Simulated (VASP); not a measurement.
# Mg (P-1) in VASP: single point with PBEsol

Aim: the single point of Mg with PBEsol.

Program: VASP 6.6.1. These are calculated values, not measurements. Logs are shortened: lines on timing, memory, paths and dates and some standing lists are left out, and cuts for length are marked.

**1. The cell of the first run**

The typed cell holds 2 atoms: a = 3.209 Å, b = 3.209 Å, c = 5.210 Å, α = 90.00°, β = 90.00°, γ = 120.00°.

**2. Single point, PBEsol**

INCAR

```
SYSTEM = Mg
PREC = Accurate
ENCUT = 520
EDIFF = 1E-6
ISMEAR = -1
SIGMA = 0.05
LREAL = .FALSE.
LASPH = .TRUE.
NELM = 60
ALGO = Normal
ISIF = 2
LWAVE = .FALSE.
LCHARG = .TRUE.
GGA = PS
LELF = .TRUE.
LVHAR = .TRUE.
NBANDS = 9
```

KPOINTS

```
regular mesh
0
G
  6 6 3
  0 0 0
```

POSCAR

```
Mg
1.0
    3.2093000000      0.0000000000      0.0000000000
   -1.6046500000      2.7793353284      0.0000000000
    0.0000000000      0.0000000000      5.2103000000
Mg
2
Direct
    0.6419490000      0.3136910000      0.7514070000
    0.3519530000      0.6829670000      0.2340270000
```

Potentials or basis: VASP PAW PBE potentials, release 64 (Mg).

Command:

```sh
> cat potpaw_PBE.64/Mg/POTCAR > POTCAR
> mpirun -np 1 vasp_std > vasp.out
```

OUTCAR:

```text
SYSTEM = Mg
   PREC = Accurate
   ENCUT = 520
   EDIFF = 1E-6
   ISMEAR = -1
   LREAL = .FALSE.
   LASPH = .TRUE.
   NELM = 60
   ISIF = 2
   GGA = PS

 ion  position               nearest neighbor table
   1  0.642  0.314  0.751-   2 3.07   2 3.11   2 3.20   2 3.22   2 3.26   2 3.34
   2  0.352  0.683  0.234-   1 3.07   1 3.11   1 3.20   1 3.22   1 3.26   1 3.34

  LATTYP: Found a hexagonal cell.
 ALAT       =     3.2093000000
 C/A-ratio  =     1.6235004518

  Lattice vectors:

 A1 = (   3.2093000000,   0.0000000000,   0.0000000000)
 A2 = (  -1.6046500000,   2.7793353284,   0.0000000000)
 A3 = (   0.0000000000,   0.0000000000,   5.2103000000)

Analysis of symmetry for initial positions (statically):
=====================================================================
 Subroutine PRICEL returns:
 Original cell was already a primitive cell.

 Routine SETGRP: Setting up the symmetry group for a
 hexagonal supercell.

 Subroutine GETGRP returns: Found  2 space group operations
 (whereof  1 operations were pure point group operations)
 out of a pool of 24 trial point group operations.

The static configuration has the point symmetry C_1 .
 The point group associated with its full space group is S_2 .

Analysis of symmetry for dynamics (positions and initial velocities):
=====================================================================
 Subroutine PRICEL returns:
 Original cell was already a primitive cell.

 Routine SETGRP: Setting up the symmetry group for a
 hexagonal supercell.

 Subroutine GETGRP returns: Found  2 space group operations
 (whereof  1 operations were pure point group operations)
 out of a pool of 24 trial point group operations.

The dynamic configuration has the point symmetry C_1 .
 The point group associated with its full space group is S_2 .

 Subroutine INISYM returns: Found  2 space group operations
 (whereof  1 operations are pure point group operations),
 and found     1 'primitive' translations

----------------------------------------------------------------------------------------

                                     Primitive cell

  volume of cell :      46.4744

  direct lattice vectors                    reciprocal lattice vectors
     3.209300000  0.000000000  0.000000000     0.311594429  0.179899127  0.000000000
    -1.604650000  2.779335328  0.000000000     0.000000000  0.359798255  0.000000000
     0.000000000  0.000000000  5.210300000     0.000000000  0.000000000  0.191927528

  length of vectors
     3.209300000  3.209300000  5.210300000     0.359798255  0.359798255  0.191927528

  position of ions in fractional coordinates (direct lattice)
     0.641949000  0.313691000  0.751407000
     0.351953000  0.682967000  0.234027000

  ion indices of the primitive-cell ions
   primitive index   ion index
                 1           1
                 2           2

----------------------------------------------------------------------------------------

 KPOINTS: regular mesh

Automatic generation of k-mesh.
 Grid dimensions read from file:
 generate k-points for:    6    6    3

 Generating k-lattice:

  Cartesian coordinates                     Fractional coordinates (reciprocal lattice)
     0.051932405  0.029983188  0.000000000     0.166666667 -0.000000000  0.000000000
     0.000000000  0.059966376  0.000000000     0.000000000  0.166666667  0.000000000
     0.000000000  0.000000000  0.063975843     0.000000000  0.000000000  0.333333333

  Length of vectors
     0.059966376  0.059966376  0.063975843

  Shift w.r.t. Gamma in fractional coordinates (k-lattice)
     0.000000000  0.000000000  0.000000000

 Subroutine IBZKPT returns following result:
 ===========================================

 Found     56 irreducible k-points:

 Following reciprocal coordinates:
            Coordinates               Weight
  0.000000  0.000000  0.000000      1.000000
  0.166667  0.000000  0.000000      2.000000
  0.000000  0.166667  0.000000      2.000000
 -0.166667  0.166667  0.000000      2.000000
  0.333333 -0.000000  0.000000      2.000000
  0.000000  0.333333  0.000000      2.000000
[... 16 lines left out ...]
  0.000000  0.166667  0.333333      2.000000
 -0.166667  0.166667  0.333333      2.000000
 [... further k-points ...]
   k-points           NKPTS =     56   k-points in BZ     NKDIM =     56   number of bands    NBANDS=      9
   number of dos      NEDOS =    301   number of ions     NIONS =      2
   total plane-waves  NPLWV =  23040
   dimension x,y,z NGX =    24 NGY =   24 NGZ =   40
   dimension x,y,z NGXF=    48 NGYF=   48 NGZF=   80
   ions per type =               2
   NGX,Y,Z   is equivalent  to a cutoff of  12.43, 12.43, 12.76 a.u.
   NGXF,Y,Z  is equivalent  to a cutoff of  24.86, 24.86, 25.53 a.u.
 SYSTEM =  Mg
   PREC   = accura    normal or accurate (medium, high low for compatibility)
   ISTART =      0    job   : 0-new  1-cont  2-samecut
   ICHARG =      2    charge: 1-file 2-atom 10-const
   ISPIN  =      1    spin polarized calculation?
   LNONCOLLINEAR =      F non collinear calculations
   LSORBIT =      F    spin-orbit coupling
   LASPH  =      T    aspherical Exc in radial PAW
   ENCUT  =  520.0 eV  38.22 Ry    6.18 a.u.   5.97  5.97  9.69*2*pi/ulx,y,z
   NELM   =     60;   NELMIN=  2; NELMDL= -5     # of ELM steps
   EDIFF  = 0.1E-05   stopping-criterion for ELM
   LREAL  =      F    real-space projection
   EDIFFG = 0.1E-04   stopping-criterion for IOM
   NSW    =      0    number of steps for IOM
   IBRION =     -1    ionic relax: 0-MD 1-quasi-New 2-CG
   NFREE  =      0    steps in history (QN), initial steepest desc. (CG)
   ISIF   =      2    stress and relaxation
   ISYM   =      2    0-nonsym 1-usesym 2-fastsym
   POTIM  = 0.5000    time-step for ionic-motion
   TEBEG  =    0.0;   TEEND  =   0.0 temperature during run
   PSTRESS=    0.0 pullay stress
   NELECT =       4.0000    total number of electrons
   NUPDOWN=      -1.0000    fix difference up-down
   EMIN   =  10.00;   EMAX   =-10.00  energy-range for DOS
   EFERMI =   0.00;   METHOD = LEGACY
   ISMEAR =    -1;   SIGMA  =   0.05  broadening in eV -4-tet -1-fermi 0-gaus
   EFERMI_NEDOS =   21; number of points for ismear=-14 and -15
   IALGO  =     38    algorithm
   IMIX   =      4    mixing-type and parameters
     AMIX     =   0.40;   BMIX     =  1.00
     AMIX_MAG =   1.60;   BMIX_MAG =  1.00
  volume/ion in A,a.u.               =      23.24       156.81
  Fermi-wavevector in a.u.,A,eV,Ry     =   0.722809  1.365911  7.108401  0.522453
  Thomas-Fermi vector in A             =   1.812866
   LORBIT       =      0    0 simple, 1 ext, 2 COOP (PROOUT), +10 PAW based schemes
   GGA     = PS    functional components
   LHFCALC =     F    Hartree Fock is set to
   AEXX    =    0.0000 exact exchange contribution
   IVDW    =     0    specifies the selected vdW correction
   LEPSILON=     F    determine dielectric tensor
   LRPA    =     F    only Hartree local field effects (RPA)
 non-spin polarized calculation
  energy-cutoff  :      520.00
  volume of cell :       46.47
 maximum number of plane-waves:      1266
   NGX = 11   NGY = 11   NGZ = 19

 number of electron       4.0000000 magnetization

 Free energy of the ion-electron system (eV)
  ---------------------------------------------------
  ext. energy  EPLUGINS =         0.00000000
  ---------------------------------------------------
  free energy    TOTEN  =        -3.33588752 eV

  energy without entropy =       -3.32174508  energy(sigma->0) =       -3.32881630

 E-fermi :   2.4722     XC(G=0):  -8.4940

 val. band max:        2.4269304029   @ k =   0.3333   0.3333   0.3333
 cond. band min:       2.4735175905   @ k =  -0.3333  -0.3333   0.3333
 fundamental gap:      0.0465871875
 Fermi energy:         2.4721833313

 k-point     1 :       0.0000    0.0000    0.0000
  band No.  band energies     occupation
      1      -4.3529      2.00000
      2       0.8722      2.00000
      3       1.2877      2.00000
      4      13.3661      0.00000
      5      13.3937      0.00000
      6      13.4236      0.00000
      7      13.4761      0.00000
      8      14.3174      0.00000
      9      15.7236      0.00000

 k-point     2 :       0.1667    0.0000    0.0000
  band No.  band energies     occupation
      1      -3.8119      2.00000
      2       1.3684      2.00000
      3       1.8116      2.00000
      4       8.5800      0.00000
      5      11.1416      0.00000
      6      11.7821      0.00000
      7      13.3601      0.00000
      8      14.2664      0.00000
      9      15.6857      0.00000

 k-point     3 :       0.0000    0.1667    0.0000
  band No.  band energies     occupation
      1      -3.8119      2.00000
      2       1.3682      2.00000
      3       1.8092      2.00000
      4       8.6285      0.00000
      5      11.1464      0.00000
      6      11.7755      0.00000
      7      13.2903      0.00000
      8      14.0905      0.00000
      9      15.7606      0.00000

 k-point     4 :      -0.1667    0.1667    0.0000
  band No.  band energies     occupation
      1      -3.8119      2.00000
      2       1.3683      2.00000
      3       1.8100      2.00000
      4       8.6122      0.00000
      5      11.1481      0.00000
      6      11.7748      0.00000
      7      13.3111      0.00000
      8      14.1405      0.00000
      9      15.7648      0.00000

 k-point     5 :       0.3333   -0.0000    0.0000
  band No.  band energies     occupation
      1      -2.2068      2.00000
      2       2.8589      0.00087
      3       3.1360      0.00000
      4       4.3349      0.00000
      5       8.8890      0.00000
      6       8.9913      0.00000
      7       9.7773      0.00000
      8      11.6130      0.00000
      9      14.1831      0.00000

 k-point     6 :       0.0000    0.3333    0.0000
  band No.  band energies     occupation
      1      -2.2071      2.00000
      2       2.8592      0.00087
      3       3.0805      0.00001
      4       4.4316      0.00000
      5       8.8579      0.00000
      6       9.0500      0.00000
      7       9.7871      0.00000
      8      11.3766      0.00000
      9      14.2322      0.00000
[... 169 lines left out ...]
 k-point    21 :       0.0000    0.0000    0.3333
  band No.  band energies     occupation
      1      -3.7426      2.00000
      2      -1.8977      2.00000
      3       5.1320      0.00000
      4      10.1159      0.00000
      5      13.8219      0.00000
      6      13.8392      0.00000
      7      13.8463      0.00000
      8      13.8776      0.00000
      9      15.6444      0.00000

 k-point    22 :       0.1667    0.0000    0.3333
  band No.  band energies     occupation
      1      -3.2049      2.00000
      2      -1.3702      2.00000
      3       5.6004      0.00000
      4       9.0094      0.00000
      5      10.5168      0.00000
      6      10.9121      0.00000
      7      11.6494      0.00000
      8      13.1801      0.00000
      9      13.2582      0.00000

 k-point    23 :       0.0000    0.1667    0.3333
  band No.  band energies     occupation
      1      -3.2049      2.00000
      2      -1.3705      2.00000
      3       5.5951      0.00000
      4       9.1736      0.00000
      5      10.3232      0.00000
      6      10.8376      0.00000
      7      11.6616      0.00000
      8      13.2179      0.00000
      9      13.4064      0.00000

 k-point    24 :      -0.1667    0.1667    0.3333
  band No.  band energies     occupation
      1      -3.2049      2.00000
      2      -1.3704      2.00000
      3       5.5971      0.00000
      4       9.0729      0.00000
      5      10.4566      0.00000
      6      10.8885      0.00000
      7      11.6749      0.00000
      8      13.1138      0.00000
      9      13.3134      0.00000

 [... further k-points ...]

------------------------ aborting loop because EDIFF is reached ----------------------------------------

  FORCE on cell =-STRESS in cart. coord.  units (eV):
  Direction    XX          YY          ZZ          XY          YZ          ZX
  --------------------------------------------------------------------------------------
  -------------------------------------------------------------------------------------
  Total       -0.4122580     -0.1987044     -0.2242390     -0.0931255     -0.0339792     -0.0210625
  in kB      -14.2123442     -6.8502131     -7.7305010     -3.2104455     -1.1714134     -0.7261176
  external PRESSURE =      -9.5976861 kB  Pullay stress =       0.0000000 kB

 VOLUME and BASIS-vectors are now :
 -----------------------------------------------------------------------------
  energy-cutoff  :      520.00
  volume of cell :       46.47
      direct lattice vectors                 reciprocal lattice vectors
     3.209300000  0.000000000  0.000000000     0.311594429  0.179899127  0.000000000
    -1.604650000  2.779335328  0.000000000     0.000000000  0.359798255  0.000000000
     0.000000000  0.000000000  5.210300000     0.000000000  0.000000000  0.191927528

 POSITION                                       TOTAL-FORCE (eV/Angst)
 -----------------------------------------------------------------------------------
      1.55684      0.87185      3.91506         0.044270      0.071048     -0.249001
      0.03360      1.89819      1.21935        -0.044270     -0.071048      0.249001
 -----------------------------------------------------------------------------------
    total drift:                                0.000000     -0.000000     -0.000001

  FREE ENERGIE OF THE ION-ELECTRON SYSTEM (eV)
  ---------------------------------------------------
  free  energy   TOTEN  =        -3.3358875236 eV

  energy  without entropy=       -3.3217450750  energy(sigma->0) =       -3.32881630
```

Run time: 41 s. Hardware: 1 thread of AMD EPYC 7R13, shared host; peak memory 0.14 GiB.

Results:

- Free energy: -3.3359 eV
- Pressure: -1.0 GPa
- Largest force: 0.263 eV/Å
- Band gap on the k mesh: zero (band 2 reaches 2.86 eV, above the bottom of band 3 at 1.29 eV)

Forces on the atoms (eV/Å):
```
Mg   0.044  0.071 -0.249
Mg  -0.044 -0.071  0.249
```

Caveat: the k points lie up to 0.40 Å⁻¹ apart; the PAW data sets were made with another functional, which shifts forces and pressure a little.
